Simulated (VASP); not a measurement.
A run of VASP 6.6.1:

The input INCAR:

```
PREC     = Accurate       # precision mode
ENCUT    = 520            # plane-wave cutoff, eV
EDIFF    = 1E-7           # SCF threshold, eV
ISMEAR   = 0              # smearing method
SIGMA    = 0.02           # smearing width, eV
LREAL    = F              # projectors in reciprocal space
LASPH    = T              # aspherical terms in the spheres
NELM     = 100            # most SCF steps
ALGO     = Normal         # electronic algorithm
ISIF     = 2              # what is computed and relaxed
LWAVE    = F              # write WAVECAR
LCHARG   = F              # write CHGCAR
GGA      = PS             # functional
NBANDS   = 27             # bands
```

The input KPOINTS:

```
Automatic mesh
0
Gamma
  8 8 8
```

File POSCAR:

```
KTaO3
1.0
    3.9258277923      0.0000000000      0.0000000000
    0.0000000000      3.9258277923      0.0000000000
    0.0000000000      0.0000000000      4.0064599175
K Ta O
1 1 3
Direct
    0.5000000000      0.5000000000      0.5000000000
    0.0000000000      0.0000000000      0.0000000000
    0.0000000000      0.5000000000      0.0000000000
    0.0000000000      0.0000000000      0.5000000000
    0.5000000000      0.0000000000      0.0000000000
```

Potentials or basis: VASP PAW PBE potentials, release 64 (K_sv, Ta_pv, O).

Command:

```sh
$ cat potpaw_PBE.64/K_sv/POTCAR potpaw_PBE.64/Ta_pv/POTCAR potpaw_PBE.64/O/POTCAR > POTCAR
$ mpirun -np 1 vasp_std > vasp.out
```

Hardware: 1 thread of Intel Xeon 8259CL, with other jobs on the host.

Q: How long does it take, and how much memory?

A: Wall time 2.7 min on 1 thread of Intel Xeon 8259CL, with other jobs on the host, peak memory 0.26 GiB. Counts: scf iterations 15, k points 75.
